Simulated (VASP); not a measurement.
Input of a VASP 6.6.1 run:

Contents of INCAR:

```
SYSTEM = Li2TiO2
  PREC = Accurate
  ENCUT = 520
  EDIFF = 1E-7
  ISMEAR = 0
  SIGMA = 0.1
  LREAL = .FALSE.
  LASPH = .TRUE.
  NELM = 150
  ALGO = Normal
  ISIF = 2
  LWAVE = .FALSE.
  LCHARG = .FALSE.
  ISPIN = 2
  MAGMOM = 0 0 1 0 0
  LORBIT = 11
  LMAXMIX = 4
  GGA = PE
  NBANDS = 27
```

Contents of KPOINTS:

```
regular mesh
0
G
  6 6 6
  0 0 0
```

POSCAR

```
Li2TiO2
1.0
    3.9089645726     -0.0000000027      0.0000000000
   -1.9544822840      3.3852626237      0.0000000000
    0.0000000000      0.0000000000      3.6897460801
Li Ti O
2 1 2
Direct
    0.3333333333      0.6666666667      0.2409539430
    0.6666666667      0.3333333333      0.2409539430
    0.0000000000      0.0000000000     -0.2590357232
    0.3333333333      0.6666666667      0.7409551136
    0.6666666667      0.3333333333      0.7409551136
```

Potentials or basis: VASP PAW PBE potentials, release 64 (Li_sv, Ti_sv, O).

Run with:

```bash
$ cat potpaw_PBE.64/Li_sv/POTCAR potpaw_PBE.64/Ti_sv/POTCAR potpaw_PBE.64/O/POTCAR > POTCAR
$ mpirun -np 1 vasp_std > vasp.out
```

**Question.** Predict the net moment.

**Answer.** 0.00 μB per cell.

**Question.** Predict the band gap on the k mesh.

**Answer.** Zero (filled and empty bands overlap).
